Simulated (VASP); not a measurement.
Write the native input for VASP 6.6.1 that does the following.

* Task: single point
* Functional: PBEsol
* Potentials or basis: VASP PAW PBE potentials, release 64 (W_sv, S)
* Cutoff: 520 eV
* k mesh: 12 × 12 × 2
* Occupations: gaussian, width 0.02 eV
* Spin: no spin polarisation
* Dipole correction: no
* Further INCAR settings: ALGO = Normal; EDIFF = 1e-06; NBANDS = 49

The structure of WS2 lies in POSCAR:

```
WS2
1.0
    3.1472785917      0.0000000000      0.0000000000
   -1.5736392959      2.7256232132      0.0000000000
    0.0000000000      0.0000000000     18.2929760149
W S
3 6
Direct
    0.6666666667      0.3333333333      0.3326711430
    0.3333333333      0.6666666667      0.6660044763
    0.0000000000      0.0000000000      0.9993378097
    0.3333333333      0.6666666667      0.2471338719
    0.6666666667      0.3333333333      0.0848283184
    0.0000000000      0.0000000000      0.5804672052
    0.3333333333      0.6666666667      0.4181616518
    0.6666666667      0.3333333333      0.9138005386
    0.0000000000      0.0000000000      0.7514949851
```

This cell differs from its parent crystal: strain along c alone, the other axes held: -4.5 %, then relaxed in part.

The input as run:

INCAR

```
  PREC = Accurate
  ENCUT = 520
  EDIFF = 1E-6
  ISMEAR = 0
  SIGMA = 0.02
  LREAL = False
  LASPH = True
  NELM = 100
  ALGO = Normal
  ISIF = 2
  LWAVE = False
  LCHARG = False
  GGA = PS
  NBANDS = 49
```

KPOINTS

```
regular mesh
0
Gamma
  12 12 2
```

Potentials or basis: VASP PAW PBE potentials, release 64 (W_sv, S).

Run with:

```bash
$ cat potpaw_PBE.64/W_sv/POTCAR potpaw_PBE.64/S/POTCAR > POTCAR
$ mpirun -np 1 vasp_std > vasp.out
```

Results of the run:

* Pressure: 0.8 GPa
* Largest force: 0.023 eV/Å
* Band gap on the k mesh: 0.95 eV

Caveat: the cell differs from its parent crystal (strain along c alone, the other axes held: -4.5 %, then relaxed in part); the PAW data sets were made with another functional, which shifts forces and pressure a little; spin-orbit coupling is left out, which moves the levels of the heavy elements; this functional lacks dispersion, which binds layers or chains, so the pressure and a relaxed spacing across them are unreliable.

Wall time 7.2 min on 1 thread of Oxide Virtual Turin-like Processor, with other jobs on the host, peak memory 0.35 GiB.
